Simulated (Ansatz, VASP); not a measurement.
## WS2 in VASP and in Ansatz

```
W S
1.0
     3.18162    0.00000    0.00000
    -1.59081    2.75536    0.00000
     0.00000    0.00000   12.28334
W S
2 4
Direct
  0.33333 0.66667 0.25000
  0.66667 0.33333 0.75000
  0.33333 0.66667 0.62347
  0.66667 0.33333 0.12347
  0.33333 0.66667 0.87653
  0.66667 0.33333 0.37653
```

Change from the starting cell: strain along c alone, the other axes held, atoms relaxed: -6.0 %.

Alike in both runs: functional r2SCAN; k mesh 12 × 12 × 2; occupations gaussian, width 0.02 eV; no spin polarisation.

Ansatz relaxed the structure, and its values are those at the end. VASP's run is a single point on that final structure, the one shown.

|  | VASP | Ansatz |
| --- | --- | --- |
| version | VASP 6.6.1 | Ansatz 0.2.0 |
| potentials or method | VASP PAW PBE potentials, release 64 (W_sv, S), cutoff 520 eV | scalar-relativistic, plane waves, PAW |
| valence electrons in the cell | 52 | 52 |

VASP gave:

```
gap on the k mesh at the Fermi level (eV) : 1.08
least direct gap on the mesh (eV)         : 1.83
pressure (GPa)                            : 1.4
rms of the force components (eV/Å)        : 0.014
```

Task: Estimate Ansatz's values.

Result: gap on the k mesh at the Fermi level (eV): 1.07; least direct gap on the mesh (eV): 1.83; pressure (GPa): 1.2; rms of the force components (eV/Å): 0.003.

VASP's potentials were made for PBE, not for r2SCAN. With one functional, cell and mesh, what is left measures potentials, basis and numerics. Ansatz's warnings: stress scf threshold loose.

Neither program's run includes spin-orbit coupling.
